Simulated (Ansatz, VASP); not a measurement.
GaN: VASP beside Ansatz

```xyz
2
Lattice="0.0000 2.2535 2.2535 2.2535 0.0000 2.2535 2.2535 2.2535 0.0000" Properties=species:S:1:pos:R:3 pbc="T T T"
Ga    0.0000    0.0000    0.0000
N     1.1268    1.1268    1.1268
```

Alike in both runs: task relaxation of cell and atoms; functional revPBE; dispersion D3(BJ); k mesh 10 × 10 × 10; occupations fermi-dirac, width 0.05 eV; no spin polarisation.

```csv
,VASP,Ansatz
version,VASP 6.6.1,Ansatz 0.2.0
potentials or method,"VASP PAW PBE potentials, release 64 (Ga_d, N)",Ansatz PAW
plane-wave cutoff (eV),600,420
valence electrons in the cell,18,18
```

|  | VASP | Ansatz | Ansatz less VASP |
| --- | --- | --- | --- |
| gap on the k mesh at the Fermi level, each at its own relaxed structure (eV) | 1.75 | 1.72 | -0.029 |
| relaxed volume (Å³/atom) | 11.47 | 11.48 | +0.014 |
| relaxed cell length with the largest relative difference (Å) | 3.189 | 3.191 | +0.0013 |

VASP's potentials were made for PBE, not for revPBE.

Noted on Ansatz's run: the plane-wave basis is chosen anew once the cell has moved, so the energies of steps on either side of that aren't comparable.
